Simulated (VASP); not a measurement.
# Be4Se3 in VASP: a series of runs

Be4Se3 is run at these levels: PBE; tasks: relaxation of cell and atoms, single point.

Everything below comes from runs of VASP 6.6.1. Logs are shortened: lines on timing, memory, paths and dates and some standing lists are left out, and cuts for length are marked.

## 1. The cell of the first run

Symmetry: P-43m, No. 215, cubic system. Conventional cell: a = 4.800 Å, b = 4.800 Å, c = 4.800 Å, α = 90.00°, β = 90.00°, γ = 90.00°. Within 2.8 Å of Be (site symmetry 3m) lie 3 Se at 2.08 Å. Within 2.8 Å of Se (site symmetry -42m) lie 4 Be at 2.08 Å.

## 2. Relaxation of cell and atoms, PBE (atoms taken out)

The input, INCAR:

```
PREC     = Accurate       # precision mode
ENCUT    = 600            # plane-wave cutoff, eV
EDIFF    = 1E-7           # SCF threshold, eV
ISMEAR   = 0              # smearing method
SIGMA    = 0.2            # smearing width, eV
LREAL    = F              # projectors in reciprocal space
LASPH    = T              # aspherical terms in the spheres
NELM     = 80             # most SCF steps
ALGO     = Normal         # electronic algorithm
ISIF     = 3              # what is computed and relaxed
LWAVE    = F              # write WAVECAR
LCHARG   = F              # write CHGCAR
GGA      = PE             # functional
IBRION   = 2              # ionic algorithm
NSW      = 36             # ionic steps
EDIFFG   = -0.08          # ionic threshold
```

The input, KPOINTS:

```
Automatic mesh
0
Gamma
  4 4 4
```

The input, POSCAR:

```
Be4Se3
1.0
    4.8000000000      0.0000000000      0.0000000000
    0.0000000000      4.8000000000      0.0000000000
    0.0000000000      0.0000000000      4.8000000000
Be Se
4 3
Direct
    0.7500000000      0.7500000000      0.2500000000
    0.7500000000      0.2500000000      0.7500000000
    0.2500000000      0.2500000000      0.2500000000
    0.2500000000      0.7500000000      0.7500000000
    0.5000000000      0.0000000000      0.5000000000
    0.0000000000      0.5000000000      0.5000000000
    0.5000000000      0.5000000000      0.0000000000
```

Potentials or basis: VASP PAW PBE potentials, release 64 (Be, Se).

Run with:

```bash
$ cat potpaw_PBE.64/Be/POTCAR potpaw_PBE.64/Se/POTCAR > POTCAR
$ mpirun -np 1 vasp_std > vasp.out
```

OUTCAR:

```text
PREC = Accurate
   ENCUT = 600
   EDIFF = 1E-7
   ISMEAR = 0
   LREAL = F
   LASPH = T
   NELM = 80
   ISIF = 3
   GGA = PE
   IBRION = 2
   NSW = 36
   EDIFFG = -0.08

 ion  position               nearest neighbor table
   1  0.750  0.750  0.250-   5 2.08   6 2.08   7 2.08
   2  0.750  0.250  0.750-   5 2.08   6 2.08   7 2.08
   3  0.250  0.250  0.250-   5 2.08   6 2.08   7 2.08
   4  0.250  0.750  0.750-   5 2.08   6 2.08   7 2.08
   5  0.500  0.000  0.500-   1 2.08   2 2.08   3 2.08   4 2.08
   6  0.000  0.500  0.500-   1 2.08   2 2.08   3 2.08   4 2.08
   7  0.500  0.500  0.000-   1 2.08   2 2.08   3 2.08   4 2.08

  LATTYP: Found a simple cubic cell.
 ALAT       =     4.8000000000

  Lattice vectors:

 A1 = (   4.8000000000,   0.0000000000,   0.0000000000)
 A2 = (   0.0000000000,   4.8000000000,   0.0000000000)
 A3 = (   0.0000000000,   0.0000000000,   4.8000000000)

Analysis of symmetry for initial positions (statically):
=====================================================================
 Subroutine PRICEL returns:
 Original cell was already a primitive cell.

 Routine SETGRP: Setting up the symmetry group for a
 simple cubic supercell.

 Subroutine GETGRP returns: Found 24 space group operations
 (whereof 24 operations were pure point group operations)
 out of a pool of 48 trial point group operations.

The static configuration has the point symmetry T_d .

Analysis of symmetry for dynamics (positions and initial velocities):
=====================================================================
 Subroutine PRICEL returns:
 Original cell was already a primitive cell.

 Routine SETGRP: Setting up the symmetry group for a
 simple cubic supercell.

 Subroutine GETGRP returns: Found 24 space group operations
 (whereof 24 operations were pure point group operations)
 out of a pool of 48 trial point group operations.

The dynamic configuration has the point symmetry T_d .

 Subroutine INISYM returns: Found 24 space group operations
 (whereof 24 operations are pure point group operations),
 and found     1 'primitive' translations

----------------------------------------------------------------------------------------

                                     Primitive cell

  volume of cell :     110.5920

  direct lattice vectors                    reciprocal lattice vectors
     4.800000000  0.000000000  0.000000000     0.208333333  0.000000000  0.000000000
     0.000000000  4.800000000  0.000000000     0.000000000  0.208333333  0.000000000
     0.000000000  0.000000000  4.800000000     0.000000000  0.000000000  0.208333333

  length of vectors
     4.800000000  4.800000000  4.800000000     0.208333333  0.208333333  0.208333333

  position of ions in fractional coordinates (direct lattice)
     0.750000000  0.750000000  0.250000000
     0.750000000  0.250000000  0.750000000
     0.250000000  0.250000000  0.250000000
     0.250000000  0.750000000  0.750000000
     0.500000000  0.000000000  0.500000000
     0.000000000  0.500000000  0.500000000
     0.500000000  0.500000000  0.000000000

  ion indices of the primitive-cell ions
   primitive index   ion index
                 1           1
                 2           2
                 3           3
                 4           4
                 5           5
                 6           6
                 7           7

----------------------------------------------------------------------------------------

 KPOINTS: Automatic mesh

Automatic generation of k-mesh.
 Grid dimensions read from file:
 generate k-points for:    4    4    4

 Generating k-lattice:

  Cartesian coordinates                     Fractional coordinates (reciprocal lattice)
     0.052083333  0.000000000  0.000000000     0.250000000  0.000000000  0.000000000
     0.000000000  0.052083333  0.000000000     0.000000000  0.250000000  0.000000000
     0.000000000  0.000000000  0.052083333     0.000000000  0.000000000  0.250000000

  Length of vectors
     0.052083333  0.052083333  0.052083333

  Shift w.r.t. Gamma in fractional coordinates (k-lattice)
     0.000000000  0.000000000  0.000000000

 Subroutine IBZKPT returns following result:
 ===========================================

 Found     10 irreducible k-points:

 Following reciprocal coordinates:
            Coordinates               Weight
  0.000000  0.000000  0.000000      1.000000
  0.250000  0.000000  0.000000      6.000000
  0.500000  0.000000  0.000000      3.000000
  0.250000  0.250000  0.000000     12.000000
  0.500000  0.250000  0.000000     12.000000
  0.500000  0.500000  0.000000      3.000000
  0.250000  0.250000  0.250000      8.000000
  0.500000  0.250000  0.250000     12.000000
  0.500000  0.500000  0.250000      6.000000
  0.500000  0.500000  0.500000      1.000000
   k-points           NKPTS =     10   k-points in BZ     NKDIM =     10   number of bands    NBANDS=     17
   number of dos      NEDOS =    301   number of ions     NIONS =      7
   total plane-waves  NPLWV =  64000
   dimension x,y,z NGX =    40 NGY =   40 NGZ =   40
   dimension x,y,z NGXF=    80 NGYF=   80 NGZF=   80
   ions per type =               4   3
   NGX,Y,Z   is equivalent  to a cutoff of  13.85, 13.85, 13.85 a.u.
   NGXF,Y,Z  is equivalent  to a cutoff of  27.71, 27.71, 27.71 a.u.
 SYSTEM =  unknown system
   PREC   = accura    normal or accurate (medium, high low for compatibility)
   ISTART =      0    job   : 0-new  1-cont  2-samecut
   ICHARG =      2    charge: 1-file 2-atom 10-const
   ISPIN  =      1    spin polarized calculation?
   LNONCOLLINEAR =      F non collinear calculations
   LSORBIT =      F    spin-orbit coupling
   LASPH  =      T    aspherical Exc in radial PAW
   ENCUT  =  600.0 eV  44.10 Ry    6.64 a.u.   9.59  9.59  9.59*2*pi/ulx,y,z
   NELM   =     80;   NELMIN=  2; NELMDL= -5     # of ELM steps
   EDIFF  = 0.1E-06   stopping-criterion for ELM
   LREAL  =      F    real-space projection
   EDIFFG = -.8E-01   stopping-criterion for IOM
   NSW    =     36    number of steps for IOM
   IBRION =      2    ionic relax: 0-MD 1-quasi-New 2-CG
   NFREE  =      1    steps in history (QN), initial steepest desc. (CG)
   ISIF   =      3    stress and relaxation
   ISYM   =      2    0-nonsym 1-usesym 2-fastsym
   POTIM  = 0.5000    time-step for ionic-motion
   TEBEG  =    0.0;   TEEND  =   0.0 temperature during run
   PSTRESS=    0.0 pullay stress
   NELECT =      26.0000    total number of electrons
   NUPDOWN=      -1.0000    fix difference up-down
   EMIN   =  10.00;   EMAX   =-10.00  energy-range for DOS
   EFERMI =   0.00;   METHOD = LEGACY
   ISMEAR =     0;   SIGMA  =   0.20  broadening in eV -4-tet -1-fermi 0-gaus
   EFERMI_NEDOS =   21; number of points for ismear=-14 and -15
   IALGO  =     38    algorithm
   IMIX   =      4    mixing-type and parameters
     AMIX     =   0.40;   BMIX     =  1.00
     AMIX_MAG =   1.60;   BMIX_MAG =  1.00
  volume/ion in A,a.u.               =      15.80       106.62
  Fermi-wavevector in a.u.,A,eV,Ry     =   1.010395  1.909371 13.890173  1.020899
  Thomas-Fermi vector in A             =   2.143382
   LORBIT       =      0    0 simple, 1 ext, 2 COOP (PROOUT), +10 PAW based schemes
   GGA     = PE    functional components
   LHFCALC =     F    Hartree Fock is set to
   AEXX    =    0.0000 exact exchange contribution
   IVDW    =     0    specifies the selected vdW correction
   LEPSILON=     F    determine dielectric tensor
   LRPA    =     F    only Hartree local field effects (RPA)
 conjugate gradient relaxation of ions
 non-spin polarized calculation
 Gauss-broadening in eV      SIGMA  =   0.20
  energy-cutoff  :      600.00
  volume of cell :      110.59
 maximum number of plane-waves:      3743
 NGX is ok and might be reduce to    40
   NGX = 19   NGY = 19   NGZ = 19

--------------------------------------- Ionic step        1  -------------------------------------------

 number of electron      25.9999998 magnetization

 Free energy of the ion-electron system (eV)
  ---------------------------------------------------
  ext. energy  EPLUGINS =         0.00000000
  ---------------------------------------------------
  free energy    TOTEN  =       -26.51101039 eV

  energy without entropy =      -26.51060547  energy(sigma->0) =      -26.51080793

 E-fermi :   5.4103     XC(G=0):  -9.5163

 val. band max:        5.0197507855   @ k =   0.5000   0.0000   0.0000
 cond. band min:       5.7749735583   @ k =   0.5000   0.0000   0.0000
 fundamental gap:      0.7552227728
 Fermi energy:         5.4102626847

 k-point     1 :       0.0000    0.0000    0.0000
  band No.  band energies     occupation
      1     -11.0459      2.00000
      2      -8.9528      2.00000
      3      -8.9528      2.00000
      4      -1.8873      2.00000
      5      -1.8873      2.00000
      6      -1.8873      2.00000
[... 9 lines left out ...]
     16       7.4758      0.00000
     17       8.2025      0.00000
[... 405 lines left out ...]
 POSITION                                       TOTAL-FORCE (eV/Angst)
 -----------------------------------------------------------------------------------
      3.80491      3.80491      1.11304        -0.088655     -0.088655      0.088655
      3.80491      1.11304      3.80491        -0.088655      0.088655     -0.088655
      1.11304      1.11304      1.11304         0.088655      0.088655      0.088655
      1.11304      3.80491      3.80491         0.088655     -0.088655     -0.088655
      2.45898      4.91795      2.45898        -0.000000      0.000000     -0.000000
     -0.00000      2.45898      2.45898        -0.000000      0.000000     -0.000000
      2.45898      2.45898      0.00000        -0.000000      0.000000      0.000000
 -----------------------------------------------------------------------------------
    total drift:                                0.000000      0.000000     -0.000000

  FREE ENERGIE OF THE ION-ELECTRON SYSTEM (eV)
  ---------------------------------------------------
  free  energy   TOTEN  =       -27.3100785645 eV

  energy  without entropy=      -27.3100714616  energy(sigma->0) =      -27.31007501

--------------------------------------- Ionic step        7  -------------------------------------------

 number of electron      26.0000000 magnetization

 Free energy of the ion-electron system (eV)
  ---------------------------------------------------
  ext. energy  EPLUGINS =         0.00000000
  ---------------------------------------------------
  free energy    TOTEN  =       -27.32600910 eV

  energy without entropy =      -27.32597147  energy(sigma->0) =      -27.32599029

 E-fermi :   4.1702     XC(G=0):  -9.2169

 val. band max:        3.6925476104   @ k =   0.5000   0.0000   0.0000
 cond. band min:       4.6455426594   @ k =   0.5000   0.0000   0.0000
 fundamental gap:      0.9529950490
 Fermi energy:         4.1702133814

 k-point     1 :       0.0000    0.0000    0.0000
  band No.  band energies     occupation
      1     -10.9682      2.00000
      2      -9.1588      2.00000
      3      -9.1588      2.00000
      4      -1.9879      2.00000
      5      -1.9879      2.00000
      6      -1.9879      2.00000
[... 9 lines left out ...]
     16       7.2177      0.00000
     17       7.6429      0.00000
[... 200 lines left out ...]
 POSITION                                       TOTAL-FORCE (eV/Angst)
 -----------------------------------------------------------------------------------
      3.80336      3.80336      1.14848         0.002386      0.002386     -0.002386
      3.80336      1.14848      3.80336         0.002386     -0.002386      0.002386
      1.14848      1.14848      1.14848        -0.002386     -0.002386     -0.002386
      1.14848      3.80336      3.80336        -0.002386      0.002386      0.002386
      2.47592      0.00000      2.47592        -0.000000     -0.000000     -0.000000
     -0.00000      2.47592      2.47592         0.000000     -0.000000     -0.000000
      2.47592      2.47592      0.00000         0.000000     -0.000000     -0.000000
 -----------------------------------------------------------------------------------
    total drift:                                0.000000      0.000000     -0.000000

  FREE ENERGIE OF THE ION-ELECTRON SYSTEM (eV)
  ---------------------------------------------------
  free  energy   TOTEN  =       -27.3260091048 eV

  energy  without entropy=      -27.3259714683  energy(sigma->0) =      -27.32599029

 reached required accuracy - stopping structural energy minimisation
```

It took 3.5 min on 1 thread of AMD EPYC 7R13, shared host; peak memory 0.25 GiB.

What came out:

- Free energy: -27.3260 eV
- Relaxed volume: 17.35 Å³/atom
- Relaxed cell: a = 4.952 Å, b = 4.952 Å, c = 4.952 Å, α = 90.00°, β = 90.00°, γ = 90.00°
- Space group after relaxing (to 0.1 Å): P-43m (No. 215)
- Energy gained by relaxing: 116.4 meV/atom
- Ionic steps: 7
- Pressure after relaxing: 0.0 GPa
- Band gap on the k mesh: 0.95 eV

Step by step:
```csv
step,energy change (eV),largest force (eV/Å),pressure (GPa),volume (Å³)
1,0.0000,1.3388,13.31,110.59
2,-0.6677,0.0438,-3.63,132.96
3,-0.7357,0.3201,-0.55,127.04
4,-0.7566,0.2764,-0.47,126.21
5,-0.8005,0.1397,-0.25,123.76
6,-0.7991,0.1536,0.23,118.95
7,-0.8150,0.0041,-0.01,121.42
```

Final structure:
```yaml
crystal:
  lattice:
    - [4.95184, 0.00000, 0.00000]
    - [0.00000, 4.95184, 0.00000]
    - [0.00000, 0.00000, 4.95184]
  atoms:
    - { symbol: Be, position: [0.76807, 0.76807, 0.23193] }
    - { symbol: Be, position: [0.76807, 0.23193, 0.76807] }
    - { symbol: Be, position: [0.23193, 0.23193, 0.23193] }
    - { symbol: Be, position: [0.23193, 0.76807, 0.76807] }
    - { symbol: Se, position: [0.50000, 0.00000, 0.50000] }
    - { symbol: Se, position: [0.00000, 0.50000, 0.50000] }
    - { symbol: Se, position: [0.50000, 0.50000, 0.00000] }
```

Caveat: the cell differs from its parent crystal (atoms taken out).

## 3. Single point, PBE

This run uses another cell than the first one, of 17.31 Å³/atom.

The input, INCAR:

```
PREC = Accurate ; ENCUT = 520
EDIFF = 1E-6 ; ISMEAR = 0
SIGMA = 0.1 ; LREAL = False
LASPH = True ; NELM = 100
ALGO = Normal ; ISIF = 2
LWAVE = False ; LCHARG = False
GGA = PE ; NBANDS = 22
```

KPOINTS is that of step 2.

The input, POSCAR:

```
Be4Se3
1.0
    4.9494756716     -0.0073869837     -0.0086070019
   -0.0070869893      4.9479231990      0.0089082566
   -0.0083128714      0.0088391119      4.9471813608
Be Se
4 3
Direct
    0.7679853708      0.7715080567      0.2315457322
    0.7685003613      0.2312138637      0.7716738534
    0.2290278372      0.2323807306      0.2321035988
    0.2359490492      0.7637014598      0.7636463198
    0.4999871140      0.0013253263      0.4999706608
   -0.0016052871      0.4999275309      0.4998930501
    0.5001555547      0.4999430320      0.0011667850
```

Potentials or basis: VASP PAW PBE potentials, release 64 (Be, Se).

Run with:

```bash
$ cat potpaw_PBE.64/Be/POTCAR potpaw_PBE.64/Se/POTCAR > POTCAR
$ mpirun -np 1 vasp_std > vasp.out
```

Wall time 2 min (1 thread of AMD EPYC 7R13, shared host); peak memory 0.28 GiB.

The run converged. Its results:

```
Free energy            : -27.3254 eV
Pressure               : 0.2 GPa
Largest force          : 0.032 eV/Å
Band gap on the k mesh : 0.95 eV
```

Forces in eV/Å, atoms in the order of the input:
```
Be   0.013  0.008 -0.012
Be   0.011 -0.010  0.009
Be  -0.011 -0.013 -0.013
Be  -0.017  0.021  0.018
Se   0.002 -0.002 -0.001
Se   0.002 -0.002  0.000
Se  -0.001 -0.002 -0.001
```

Levels at points of the mesh, in eV from the valence-band top:
```csv
k point,band 9,band 10,band 11,band 12,band 13,band 14,band 15,band 16,band 17,band 18
"(0.00, 0.00, 0.00)",-3.54,-2.10,-1.73,-1.69,-1.68,2.00,2.00,3.51,3.93,3.94
"(0.50, 0.00, 0.00)",-4.11,-3.72,-2.20,-2.17,0.00,0.95,2.74,2.86,4.00,4.07
"(0.00, 0.50, 0.00)",-4.11,-3.72,-2.20,-2.17,0.00,0.95,2.75,2.85,4.00,4.07
"(0.50, 0.50, 0.00)",-4.08,-3.84,-1.87,-1.46,-0.41,1.54,2.98,3.04,4.91,4.91
"(0.00, 0.00, 0.50)",-4.11,-3.72,-2.20,-2.18,0.00,0.95,2.75,2.84,4.00,4.07
"(0.50, 0.00, 0.50)",-4.08,-3.84,-1.87,-1.46,-0.41,1.54,2.97,3.05,4.91,4.92
"(0.00, 0.50, 0.50)",-4.08,-3.84,-1.86,-1.46,-0.41,1.54,2.97,3.05,4.91,4.92
"(0.50, 0.50, 0.50)",-1.80,-1.80,-1.77,-1.35,-1.35,3.82,3.82,3.83,4.95,5.00
```
